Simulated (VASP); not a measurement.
Input of a VASP 6.6.1 run:

Contents of INCAR:

```
SYSTEM = ScAl9
ALGO = Normal
EDIFF = 1E-6
ENCUT = 400
GGA = PE
GGA_COMPAT = .FALSE.
ISIF = 2
ISMEAR = -1
ISYM = -1
LASPH = .TRUE.
LCHARG = .FALSE.
LREAL = Auto
LWAVE = .FALSE.
NBANDS = 54
NELM = 120
PREC = Accurate
SIGMA = 0.1275
```

Contents of KPOINTS:

```
explicit points
1
Reciprocal
  0.25000000   0.25000000   0.25000000 1
```

Contents of POSCAR:

```
ScAl9
1.0
    7.4469130000     -0.0134000000     -0.0543370000
   -0.0134000000      6.6775230000     -0.0651690000
   -0.0543370000     -0.0651690000      7.1022430000
Al Sc
18 2
Direct
    0.1922492006      0.9696374257      0.5435877857
    0.3569838140      0.4247171529      0.5214898760
    0.4247831261      1.0324733589      0.0989351810
    0.2470156725      0.4793115825      0.2099020474
    0.2073416711      0.6691426216      0.7791721122
    0.6289313603      0.4349440092      0.2741018731
    0.5624836302      0.1511122854      0.7859792335
    1.0878420207      0.8752554289      0.1294046955
    1.0339593504      0.6278582325      0.4378421215
    0.9309524803      0.4909968243      0.0932471526
    0.0272188696      0.2913356352      0.5060944893
    0.4830646166      0.4901512346      0.9350009494
    0.8072067293      0.1263024292      0.1015483693
    0.7192707095      0.7385559281     -0.0528783704
    0.7922564425      0.4570140793      0.7283952392
    0.4808722166      0.7624497072      0.6133709081
    0.6730686973      0.7883055271      0.3027538788
    0.5115139460      0.0946002304      0.4668312723
    0.8365760079      0.9257177204      0.6470753153
    0.1907780226      0.1652968686      0.8760947122
```

Potentials or basis: VASP PAW PBE potentials, release 64 (Al, Sc_sv).

Command:

```bash
$ cat potpaw_PBE.64/Al/POTCAR potpaw_PBE.64/Sc_sv/POTCAR > POTCAR
$ mpirun -np 1 vasp_std > vasp.out
```

Problem. Estimate the largest force.

Solution. 2.656 eV/Å.

Problem. Predict the pressure.

Solution. 9.8 GPa.

Forces in eV/Å, atoms in the order of the input:
```
Al   0.461 -0.898 -1.025
Al   0.293 -0.325  2.209
Al   0.980 -0.617  1.648
Al   0.445 -0.300 -1.958
Al  -1.273 -0.004  1.351
Al  -0.243 -1.746  0.471
Al   0.602  0.457  1.868
Al  -0.243 -0.818  0.226
Al  -1.123  2.232 -0.475
Al   0.391 -0.066 -0.221
Al  -0.976 -1.489 -0.263
Al  -0.946 -0.944 -0.817
Al  -0.056 -0.537 -0.444
Al  -0.145  1.727  0.508
Al  -0.344 -0.498 -0.517
Al   1.503 -0.144  0.881
Al   0.686  1.258  0.005
Al   0.473 -0.050 -2.613
Sc   1.011  0.848 -0.511
Sc  -1.497  1.913 -0.322
```

Caveat: the atoms stand as in a frame of molecular dynamics.
